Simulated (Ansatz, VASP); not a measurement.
**SnSe: VASP beside Ansatz**

```
CELL_PARAMETERS angstrom
0.00000 3.01000 3.01000
3.01000 0.00000 3.01000
3.01000 3.01000 0.00000
ATOMIC_POSITIONS crystal
Sn 0.00000 0.00000 0.00000
Se 0.50000 0.50000 0.50000
```

Alike in both runs: functional r2SCAN0; k mesh 4 × 4 × 4; occupations fermi-dirac, width 0.05 eV; no spin polarisation.

```csv
,VASP,Ansatz
version,VASP 6.6.1,Ansatz 0.2.0
potentials or method,"VASP PAW PBE potentials, release 64 (Sn_d, Se)",Ansatz PAW
plane-wave cutoff (eV),520,500
valence electrons in the cell,20,30
task,single point,band structure
```

```tsv
	VASP	Ansatz	Ansatz less VASP
gap on the k mesh at the Fermi level (eV)	0.97	0.82	-0.140
least direct gap on the mesh (eV)	0.97	0.82	-0.140
pressure (GPa)	-2.4	-2.2	+0.22
```

VASP's potentials were made for PBE, not for r2SCAN0. VASP's potentials hold 20 valence electrons a cell and Ansatz's 30, so a difference there can come from the potentials and not from the codes.

The k mesh is coarse, so the values compare programs but aren't converged.
